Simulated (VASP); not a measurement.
La4HfO:

```
La Hf O
1.0
     0.00000    4.29839    4.29839
     4.29839    0.00000    4.29839
     4.29839    4.29839    0.00000
La Hf O
4 1 1
Direct
  0.60984 0.60984 0.60984
  0.60984 0.60984 0.17048
  0.60984 0.17048 0.60984
  0.17048 0.60984 0.60984
  0.00000 0.00000 0.00000
  0.75000 0.75000 0.75000
```

The cell was generated, and may not be a known phase.

- Program: VASP 6.6.1
- Task: relaxation of cell and atoms
- Functional: PBE
- Potentials or basis: VASP PAW PBE potentials, release 64 (La, Hf_pv, O)
- Cutoff: 600 eV
- k mesh: 4 × 4 × 4
- Occupations: gaussian, width 0.1 eV
- Spin: no spin polarisation

At the start: pressure 28.6 GPa; volume 26.47 Å³/atom.

Question: Where does the relaxation end?

Answer: Over 7 steps the energy falls by 702.4 meV/atom and the volume is 37.41 Å³/atom (+41.3 %); space group F-43m (No. 216, to 0.1 Å) before and after.

The path:
| step | energy change (eV) | largest force (eV/Å) | pressure (GPa) | volume (Å³) |
| --- | --- | --- | --- | --- |
| 1 | 0.0000 | 1.3135 | 28.63 | 158.84 |
| 2 | -2.7390 | 1.5920 | -5.00 | 294.27 |
| 3 | -4.1865 | 0.4369 | -0.24 | 223.10 |
| 4 | -4.1864 | 0.4209 | 0.01 | 221.67 |
| 5 | -4.2063 | 0.1414 | 0.34 | 221.17 |
| 6 | -4.2083 | 0.0210 | 0.50 | 220.95 |
| 7 | -4.2143 | 0.0190 | 0.01 | 224.45 |

Final structure:
```cif
data_structure
_symmetry_space_group_name_H-M 'P 1'
_symmetry_Int_Tables_number 1
_cell_length_a 6.8215
_cell_length_b 6.8215
_cell_length_c 6.8215
_cell_angle_alpha 60.000
_cell_angle_beta 60.000
_cell_angle_gamma 60.000
_cell_volume 224.45
loop_
_atom_site_label
_atom_site_type_symbol
_atom_site_fract_x
_atom_site_fract_y
_atom_site_fract_z
_atom_site_occupancy
La1 La 0.61437 0.61437 0.61437 1
La2 La 0.61437 0.61437 0.15688 1
La3 La 0.61437 0.15688 0.61437 1
La4 La 0.15688 0.61437 0.61437 1
Hf1 Hf 0.00000 0.00000 0.00000 1
O1 O 0.75000 0.75000 0.75000 1
```

Caveat: the volume moved by over 15 % at a fixed basis, so the end points are rough.
